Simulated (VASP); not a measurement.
**Au: single point with PBEsol**

Crystal: Au.

```
Au
1.0
    -1.68213    1.68213    1.68213
     1.68213   -1.68213    1.68213
     1.68213    1.68213   -1.68213
Au
1
Cartesian
  0.0000 0.0000 0.0000
```

This cell differs from its parent crystal: strain +0.015 along x and y, +0.015 along z.

```json
{
  "Program": "VASP 6.6.1",
  "Task": "single point",
  "Functional": "PBEsol",
  "Potentials or basis": "VASP PAW PBE potentials, release 64 (Au)",
  "Cutoff": "520 eV",
  "k mesh": "20 × 20 × 20",
  "Occupations": "gaussian, width 0.15 eV",
  "Spin": "no spin polarisation",
  "Dipole correction": "no",
  "Further INCAR settings": "ALGO = Normal; EDIFF = 1e-07; NBANDS = 12"
}
```

- Pressure: -14.0 GPa

Levels at points of the mesh, in eV from the Fermi level:
| k point | band 1 | band 2 | band 3 | band 4 | band 5 | band 6 | band 7 | band 8 | band 9 | band 10 |
| --- | --- | --- | --- | --- | --- | --- | --- | --- | --- | --- |
| (0.00, 0.00, 0.00) | -8.82 | -4.32 | -4.32 | -4.32 | -2.69 | -2.69 | 16.40 | 16.40 | 16.40 | 22.31 |
| (0.50, 0.00, 0.00) | -6.34 | -5.23 | -2.82 | -2.53 | -1.43 | -0.26 | 2.92 | 12.21 | 13.07 | 20.18 |
| (0.50, 0.50, 0.50) | -5.92 | -5.92 | -1.74 | -1.74 | -1.74 | 6.11 | 6.11 | 6.11 | 8.39 | 14.80 |

Wall time 13 s on 1 thread of Intel(R) Xeon(R) 6975P-C (Granite Rapids) (shared host), peak memory 0.18 GiB.

Caveat: the cell differs from its parent crystal (strain +0.015 along x and y, +0.015 along z); the PAW data sets were made with another functional, which shifts forces and pressure a little; spin-orbit coupling is left out, which moves the levels of the heavy elements.
